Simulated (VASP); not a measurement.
**K: single point with LDA**

Crystal: K.

```
K
1.0
    -2.61800    2.53946    2.61800
     2.61800   -2.53946    2.61800
     2.61800    2.53946   -2.61800
K
1
Direct
  0.00000 0.00000 0.00000
```

This cell differs from its parent crystal: strain -0.0300 x Voigt [0, 1, 0, 0, 0, 0].

- Program: VASP 6.6.1
- Task: single point
- Functional: LDA
- Potentials or basis: VASP PAW LDA potentials, release 64 (K_sv)
- Cutoff: 520 eV
- k mesh: 14 × 14 × 14
- Occupations: gaussian, width 0.15 eV
- Spin: no spin polarisation
- Dipole correction: no
- Further INCAR settings: ALGO = Fast; EDIFF = 1e-07; NBANDS = 10

```yaml
Pressure: -0.3 GPa
```

Levels at points of the mesh, in eV from the Fermi level:
| k point | band 1 | band 2 | band 3 | band 4 | band 5 | band 6 | band 7 | band 8 | band 9 | band 10 |
| --- | --- | --- | --- | --- | --- | --- | --- | --- | --- | --- |
| (0.00, 0.00, 0.00) | -31.79 | -15.46 | -15.46 | -15.46 | -2.24 | 4.11 | 4.26 | 4.26 | 5.08 | 5.28 |
| (0.50, 0.00, 0.00) | -31.78 | -15.55 | -15.49 | -15.46 | 0.43 | 0.79 | 3.04 | 4.87 | 5.73 | 6.11 |
| (0.00, 0.50, 0.00) | -31.78 | -15.55 | -15.49 | -15.46 | 0.36 | 0.71 | 3.21 | 4.76 | 5.62 | 6.32 |
| (0.50, 0.50, 0.50) | -31.78 | -15.53 | -15.53 | -15.52 | 1.60 | 1.69 | 3.49 | 3.49 | 3.84 | 5.68 |

Wall time 4 min on 1 thread of AMD EPYC 7R43 64-Core Processor (Zen 3), on a shared host, peak memory 0.24 GiB.

Caveat: the cell differs from its parent crystal (strain -0.0300 x Voigt [0, 1, 0, 0, 0, 0]).
